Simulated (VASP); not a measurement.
**Ti: single point with LDA**

Crystal: Ti.

```xyz
1
Lattice="-1.6300 1.6300 1.6300 1.6300 -1.6300 1.6300 1.6300 1.6300 -1.6300" Properties=species:S:1:pos:R:3 pbc="T T T"
Ti    0.0000    0.0000    0.0000
```

This cell differs from its parent crystal: volume scaled by 0.98.

```yaml
Program: VASP 6.6.1
Task: single point
Functional: LDA
Potentials_or_basis: VASP PAW LDA potentials, release 64 (Ti_sv)
Cutoff: 520 eV
k_mesh: 11 × 11 × 11
Occupations: fermi-dirac, width 0.05 eV
Spin: no spin polarisation
Dipole_correction: no
Further_INCAR_settings: ALGO = Normal; EDIFF = 1e-06; NBANDS = 12
```

- Pressure: -9.3 GPa
- Band gap on the k mesh: zero (band 6 reaches 8.85 eV, above the bottom of band 7 at 7.27 eV)

Levels at points of the mesh, in eV from the Fermi level:
```csv
k point,band 2,band 3,band 4,band 5,band 6,band 7,band 8,band 9,band 10,band 11
"(0.00, 0.00, 0.00)",-32.03,-32.03,-32.03,-5.87,0.97,0.97,0.97,2.75,2.75,17.52
```

It took 9.1 s on 1 thread of AMD EPYC 7R43 64-Core Processor (Zen 3), on a shared host, peak memory 0.1 GiB.
